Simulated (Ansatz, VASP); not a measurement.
Two plane-wave programs on AlRu

```
Al Ru
1.0
     2.99160    0.00000    0.00000
     0.00000    2.99160    0.00000
     0.00000    0.00000    2.99160
Al Ru
1 1
Direct
  0.00000 0.98329 0.00000
  0.50000 0.50000 0.50000
```

Change from the starting cell: all Al atoms moved -0.050 Å, as atom 1 along Cartesian [0 1 0].

Alike in both runs: task single point; functional PBE; k mesh 16 × 16 × 16; occupations gaussian, width 0.15 eV; no spin polarisation.

|  | VASP | Ansatz |
| --- | --- | --- |
| version | VASP 6.6.1 | Ansatz 0.2.0 |
| potentials or method | VASP PAW PBE potentials, release 64 (Al, Ru_pv), cutoff 520 eV | scalar-relativistic, plane waves, PAW |
| valence electrons in the cell | 17 | 19 |

|  | VASP | Ansatz | Ansatz less VASP |
| --- | --- | --- | --- |
| gap on the k mesh at the Fermi level (eV) | none | none | - |
| pressure (GPa) | 2.8 | 2.8 | +0.06 |
| traceless stress, the component that is largest in VASP (GPa) | -0.13 | -0.13 | +0.003 |
| rms of the force components (eV/Å) | 0.226 | 0.224 | -0.0015 |

Atom by atom the forces differ by 0.002 eV/Å (rms over components). A gap of «none» marks a metal or a gap that the smearing closes. VASP's potentials hold 17 valence electrons a cell and Ansatz's 19, so a difference there can come from the potentials and not from the codes.
